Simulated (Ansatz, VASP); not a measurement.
## One calculation of InSb3, two programs

The input INCAR:

```
SYSTEM = InSb3
PREC = Accurate
ENCUT = 520
EDIFF = 1E-6
ISMEAR = 0
SIGMA = 0.15
LREAL = .False.
LASPH = .True.
NELM = 80
ALGO = Normal
ISIF = 2
LWAVE = .False.
LCHARG = .False.
GGA = PE
NBANDS = 22
```

Contents of KPOINTS:

```
regular mesh
0
Gamma
  8 8 8
  0 0 0
```

File POSCAR:

```
InSb3
1.0
    4.9582785820      0.0000000000      0.0000000000
    0.0000000000      4.9582785820      0.0000000000
    0.0000000000      0.0000000000      4.9582785820
In Sb
1 3
Direct
    0.0000000000      0.0000000000      0.0000000000
    0.5000000000      0.0000000000      0.5000000000
    0.0000000000      0.5000000000      0.5000000000
    0.5000000000      0.5000000000      0.0000000000
```

Input for Ansatz:

```yaml
crystal:
  lattice:
    - [4.958278582, 0.0, 0.0]
    - [0.0, 4.958278582, 0.0]
    - [0.0, 0.0, 4.958278582]
  atoms:
    - { symbol: In, position: [0.0, 0.0, 0.0] }
    - { symbol: Sb, position: [0.5, 0.0, 0.5] }
    - { symbol: Sb, position: [0.0, 0.5, 0.5] }
    - { symbol: Sb, position: [0.5, 0.5, 0.0] }
basis:
  ecutwfc: 420
kpoints:
  mp_grid: { grid: [8, 8, 8] }
hamiltonian:
  xc: pbe
  pseudopotentials: { kind: paw, azcp: { folder: soft_1 } }
scf:
  occupations: { method: gaussian, width: 0.15 }
output:
  forces: true
  stress: true
  eigenvalues: true
```

Change from the starting cell: equal engineering shear yz, xz and xy +0.0000, equal normal strain along x, y and z +0.0300.

Alike in both runs: task single point; functional PBE; k mesh 8 × 8 × 8; occupations gaussian, width 0.15 eV; no spin polarisation.

|  | VASP | Ansatz |
| --- | --- | --- |
| version | VASP 6.6.1 | Ansatz 0.2.0 |
| potentials or method | VASP PAW PBE potentials, release 64 (In_d, Sb), cutoff 520 eV | scalar-relativistic, plane waves, PAW |
| valence electrons in the cell | 28 | 58 |

```csv
,VASP,Ansatz,Ansatz less VASP
gap on the k mesh at the Fermi level (eV),none,none,-
pressure (GPa),-3.7,-3.7,+0.08
```

A gap of «none» marks a metal or a gap that the smearing closes. The functional is the same, so the differences come from potentials, cutoffs and numerics. VASP's potentials hold 28 valence electrons a cell and Ansatz's 58, so a difference there can come from the potentials and not from the codes.

Spin-orbit coupling is off throughout.
